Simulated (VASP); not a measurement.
# Be12Ga in VASP: notebook, part 2 of 2

VASP 6.6.1.

## Step 5: Single point, PBE

File INCAR:

```
PREC = Accurate ; ENCUT = 520
EDIFF = 1E-6 ; ISMEAR = 0
SIGMA = 0.05 ; LREAL = F
LASPH = T ; NELM = 100
ALGO = Normal ; ISIF = 2
LWAVE = F ; LCHARG = F
GGA = PE ; NBANDS = 30
```

File KPOINTS:

```
regular mesh
0
Gamma
  6 6 1
```

File POSCAR:

```
Be12Ga
1.0
    4.5800000000      0.0000000000      0.0000000000
    2.2900000000      3.9663960000      0.0000000000
    0.0000000000      0.0000000000     15.5884300000
Be Ga
12 1
Direct
    0.0000000000      0.0000000000      0.0641500780
    0.5000000000      0.0000000000      0.0641500780
    0.0000000000      0.5000000000      0.0641500780
    0.5000000000      0.5000000000      0.0641500780
   -0.1639638803      0.3291164069      0.1815485588
    0.3341029910      0.3312944547      0.1799504504
   -0.1669833055      0.8344308032      0.1821334156
    0.3321539902      0.8351077401      0.1818283817
    0.0007407803     -0.0018636566      0.3020436311
    0.5001622936     -0.0003839758      0.3006449655
   -0.0014956969      0.4992643195      0.2966811924
    0.5026347285      0.4995353464      0.2953498845
    0.2949960095      0.4462822169      0.4411223581
```

The run is started by

```sh
$ cat potpaw_PBE.64/Be/POTCAR potpaw_PBE.64/Ga_d/POTCAR > POTCAR
$ mpirun -np 1 vasp_std > vasp.out
```

Wall time 6.4 min (1 thread of Oxide Virtual Turin-like, shared host); peak memory 0.4 GiB.

Results (log left out):

```yaml
Free_energy: -44.0809 eV
Largest_force: 0.155 eV/Å
Band_gap_on_the_k_mesh: zero (an odd number of electrons rules out a gap without spin polarisation)
```

Forces on the atoms (eV/Å):
```
Be  -0.002  0.029  0.056
Be   0.002 -0.120  0.008
Be  -0.138  0.043 -0.033
Be   0.141  0.041 -0.052
Be  -0.001  0.000  0.000
Be   0.000  0.000  0.002
Be  -0.001  0.000 -0.001
Be   0.000  0.000  0.000
Be   0.001 -0.002  0.004
Be  -0.001  0.000  0.004
Be  -0.001  0.001  0.004
Be   0.003 -0.001  0.003
Ga  -0.002  0.008  0.005
```

Levels at points of the mesh, in eV from the Fermi level:
```tsv
k point	band 14	band 15	band 16	band 17	band 18	band 19	band 20	band 21	band 22	band 23
(0.00, 0.00, 0.00)	-2.08	-2.00	-1.82	-1.79	-1.77	-1.35	1.82	2.11	2.57	3.02
(0.50, 0.00, 0.00)	-2.32	-2.29	-1.56	-0.40	0.15	0.21	0.42	2.36	2.48	3.28
(0.50, 0.50, 0.00)	-2.32	-2.28	-1.56	-0.40	0.16	0.21	0.42	2.35	2.48	3.27
(0.00, 0.50, 0.00)	-2.30	-2.29	-1.58	-0.41	0.13	0.22	0.43	2.42	2.44	3.30
```

Caveat: there is no dipole correction, which matters where the two faces differ.

## Step 6: Single point, PBE

File INCAR:

```
PREC     = Accurate       # precision mode
ENCUT    = 520            # plane-wave cutoff, eV
EDIFF    = 1E-6           # SCF threshold, eV
ISMEAR   = 0              # smearing method
SIGMA    = 0.05           # smearing width, eV
LREAL    = F              # projectors in reciprocal space
LASPH    = T              # aspherical terms in the spheres
NELM     = 60             # most SCF steps
ALGO     = Normal         # electronic algorithm
ISIF     = 2              # what is computed and relaxed
LWAVE    = F              # write WAVECAR
LCHARG   = T              # write CHGCAR
GGA      = PE             # functional
LELF     = T              # ELF
LVHAR    = T            
NBANDS   = 30             # bands
```

KPOINTS is that of step 5.

File POSCAR:

```
Be12Ga
1.0
    4.5800000000      0.0000000000      0.0000000000
    2.2900000000      3.9663960000      0.0000000000
    0.0000000000      0.0000000000     15.5884300000
Be Ga
12 1
Direct
    0.0000000000      0.0000000000      0.0641500780
    0.5000000000      0.0000000000      0.0641500780
    0.0000000000      0.5000000000      0.0641500780
    0.5000000000      0.5000000000      0.0641500780
   -0.1643331850      0.3292253219      0.1815597850
    0.3347682205      0.3303744760      0.1803014159
   -0.1678328549      0.8344159282      0.1819151768
    0.3334121699      0.8346075379      0.1817880954
    0.0010587636     -0.0020555184      0.3007955259
    0.5002381302     -0.0003980944      0.3023072882
   -0.0013594270      0.4983105570      0.2961331577
    0.5034095097      0.4982429894      0.2956473487
    0.2411099908      0.5314184464      0.4409388245
```

Potentials or basis: VASP PAW PBE potentials, release 64 (Be, Ga_d).

The run is started by

```sh
$ cat potpaw_PBE.64/Be/POTCAR potpaw_PBE.64/Ga_d/POTCAR > POTCAR
$ mpirun -np 1 vasp_std > vasp.out
```

Wall time 6.9 min (1 thread of Oxide Virtual Turin-like, shared host); peak memory 0.41 GiB.

It converged, with:

```
Free energy            : -44.0852 eV
Largest force          : 0.141 eV/Å
Band gap on the k mesh : zero (an odd number of electrons rules out a gap without spin polarisation)
```

Forces on the atoms (eV/Å):
```
Be  -0.002  0.062  0.038
Be   0.002 -0.078  0.021
Be  -0.133  0.002 -0.036
Be   0.135  0.000 -0.043
Be   0.000  0.000 -0.001
Be  -0.001  0.000  0.002
Be   0.000 -0.001  0.001
Be   0.000 -0.001  0.000
Be   0.000  0.001  0.005
Be   0.000 -0.001  0.004
Be  -0.003  0.000  0.004
Be   0.004  0.000  0.003
Ga  -0.002  0.015  0.002
```

Levels at points of the mesh, in eV from the Fermi level:
| k point | band 14 | band 15 | band 16 | band 17 | band 18 | band 19 | band 20 | band 21 | band 22 | band 23 |
| --- | --- | --- | --- | --- | --- | --- | --- | --- | --- | --- |
| (0.00, 0.00, 0.00) | -2.09 | -2.00 | -1.81 | -1.79 | -1.77 | -1.34 | 1.86 | 2.20 | 2.47 | 3.03 |
| (0.50, 0.00, 0.00) | -2.32 | -2.28 | -1.56 | -0.40 | 0.14 | 0.23 | 0.42 | 2.35 | 2.54 | 3.28 |
| (0.50, 0.50, 0.00) | -2.32 | -2.28 | -1.56 | -0.40 | 0.14 | 0.23 | 0.42 | 2.35 | 2.53 | 3.28 |
| (0.00, 0.50, 0.00) | -2.30 | -2.30 | -1.58 | -0.41 | 0.12 | 0.23 | 0.43 | 2.43 | 2.47 | 3.29 |

Caveat: there is no dipole correction, which matters where the two faces differ.

## Step 7: Single point, PBE

File INCAR:

```
ALGO = Normal
EDIFF = 1E-6
ENCUT = 520
GGA = PE
ISIF = 2
ISMEAR = 0
LASPH = T
LCHARG = F
LREAL = F
LWAVE = F
NBANDS = 30
NELM = 60
PREC = Accurate
SIGMA = 0.05
```

File KPOINTS:

```
k-points
0
Gamma
  6 6 1
```

File POSCAR:

```
Be12Ga
1.0
    4.5800000000      0.0000000000      0.0000000000
    2.2900000000      3.9663960000      0.0000000000
    0.0000000000      0.0000000000     15.5884300000
Be Ga
12 1
Direct
    0.0000000000      0.0000000000      0.0641500780
    0.5000000000      0.0000000000      0.0641500780
    0.0000000000      0.5000000000      0.0641500780
    0.5000000000      0.5000000000      0.0641500780
   -0.1655894849      0.3314086642      0.1816367652
    0.3347244706      0.3305728929      0.1808824878
   -0.1685741553      0.8345076992      0.1815870489
    0.3341322025      0.8345513156      0.1815445815
   -0.0000743803      0.0001863152      0.2987285442
    0.5001291922     -0.0001636246      0.3031047386
   -0.0011235440      0.4984479613      0.2965805408
    0.5026758889      0.4985281349      0.2964447991
    0.1929321581      0.6171723650      0.4405795196
```

The run is started by

```sh
$ cat potpaw_PBE.64/Be/POTCAR potpaw_PBE.64/Ga_d/POTCAR > POTCAR
$ mpirun -np 1 vasp_std > vasp.out
```

Wall time 7.5 min (1 thread of Oxide Virtual Turin-like, shared host); peak memory 0.41 GiB.

It converged, with:

```
Free energy            : -44.0898 eV
Largest force          : 0.125 eV/Å
Band gap on the k mesh : zero (an odd number of electrons rules out a gap without spin polarisation)
```

Forces in eV/Å, atoms in the order of the input:
```
Be  -0.001  0.098  0.007
Be   0.001 -0.029  0.025
Be  -0.115 -0.038 -0.025
Be   0.116 -0.039 -0.027
Be  -0.001  0.001 -0.002
Be   0.000  0.000  0.002
Be  -0.001 -0.001  0.000
Be   0.000 -0.001  0.000
Be   0.000  0.001  0.002
Be  -0.001 -0.001  0.004
Be  -0.002  0.001  0.003
Be   0.004 -0.002  0.005
Ga   0.000  0.010  0.005
```

Levels at points of the mesh, in eV from the Fermi level:
```csv
k point,band 14,band 15,band 16,band 17,band 18,band 19,band 20,band 21,band 22,band 23
"(0.00, 0.00, 0.00)",-2.06,-2.02,-1.80,-1.79,-1.78,-1.33,1.99,2.22,2.24,3.05
"(0.50, 0.00, 0.00)",-2.32,-2.28,-1.55,-0.40,0.13,0.24,0.42,2.38,2.55,3.31
"(0.50, 0.50, 0.00)",-2.32,-2.28,-1.55,-0.40,0.13,0.24,0.42,2.38,2.54,3.31
"(0.00, 0.50, 0.00)",-2.31,-2.29,-1.56,-0.40,0.12,0.24,0.43,2.41,2.51,3.32
```

Caveat: there is no dipole correction, which matters where the two faces differ.

## Step 8: Overview

```tsv
cell	gap on the mesh (eV)	largest force (eV/Å)
as given, atomic positions A	none	0.16
as given, atomic positions B	none	0.16
as given, atomic positions C	none	0.16
as given, atomic positions D	none	0.14
as given, atomic positions E	none	0.13
```

Alike in all rows: task single point; level PBE; potentials or basis VASP PAW PBE potentials, release 64 (Be, Ga_d); no spin polarisation; k mesh 6 × 6 × 1; cutoff (eV) 520; smearing gaussian 0.05 eV.

Caveats: there is no dipole correction, which matters where the two faces differ.

Absolute energies hang on the potentials; compare differences alone.
